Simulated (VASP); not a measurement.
Al2BAs2: single point with PBE

Al2BAs2:

```xyz
5
Lattice="3.6401 0.0000 0.0000 0.0000 3.6401 0.0000 0.0000 0.0000 7.5970" Properties=species:S:1:pos:R:3 pbc="T T T"
Al    0.0000    0.0000    2.4047
Al    0.0000    0.0000    5.1923
B     0.0000    0.0000    3.7985
As    0.0000    0.0000    0.9878
As    0.0000    0.0000    6.6093
```

The cell was generated, and may not be a known phase.

* Program: VASP 6.6.1
* Task: single point
* Functional: PBE
* Potentials or basis: VASP PAW PBE potentials, release 64 (Al, B, As)
* Cutoff: 520 eV
* k mesh: 6 × 6 × 2
* Occupations: gaussian, width 0.1 eV
* Spin: no spin polarisation
* Dipole correction: no
* Further INCAR settings: ALGO = Normal; EDIFF = 1e-06; NBANDS = 18

The pressure is 143.9 GPa. The largest force is 52.441 eV/Å and the band gap on the k mesh is zero (an odd number of electrons rules out a gap without spin polarisation).

Forces in eV/Å, atoms in the order of the input:
```
Al    0.000   0.000  32.980
Al    0.000   0.000 -32.980
B     0.000   0.000   0.000
As    0.000   0.000 -52.441
As    0.000   0.000  52.441
```

Stress tensor (GPa, compression positive):
```
  0.27   0.00   0.00
  0.00   0.27   0.00
  0.00   0.00 431.12
```

Levels at points of the mesh, in eV from the Fermi level:
| k point | band 7 | band 8 | band 9 | band 10 | band 11 | band 12 |
| --- | --- | --- | --- | --- | --- | --- |
| (0.00, 0.00, 0.00) | -1.86 | 0.29 | 0.29 | 0.51 | 0.51 | 4.02 |
| (0.50, 0.00, 0.00) | -1.90 | -1.71 | -1.35 | 0.67 | 0.77 | 5.22 |
| (0.50, 0.50, 0.00) | -2.10 | -2.10 | -1.35 | -1.35 | -0.92 | 3.18 |
| (0.00, 0.00, 0.50) | -0.45 | -0.45 | -0.18 | 1.40 | 1.40 | 4.03 |
| (0.50, 0.00, 0.50) | -1.63 | -0.64 | -0.06 | 0.07 | 1.63 | 2.75 |
| (0.50, 0.50, 0.50) | -2.86 | -2.86 | -0.22 | -0.22 | 0.30 | 3.62 |

Wall time 33 s on 1 thread of Intel(R) Xeon(R) Platinum 8488C (Sapphire Rapids), on a shared host, peak memory 0.21 GiB.

Caveat: the k points lie up to 0.41 Å⁻¹ apart, too coarse for converged energies and pressures of a metal; atoms lie so close that the PAW spheres overlap strongly, which falsifies energies and pressures; an odd number of electrons without spin polarisation forces a metal; a magnetic or distorted state may lie lower.
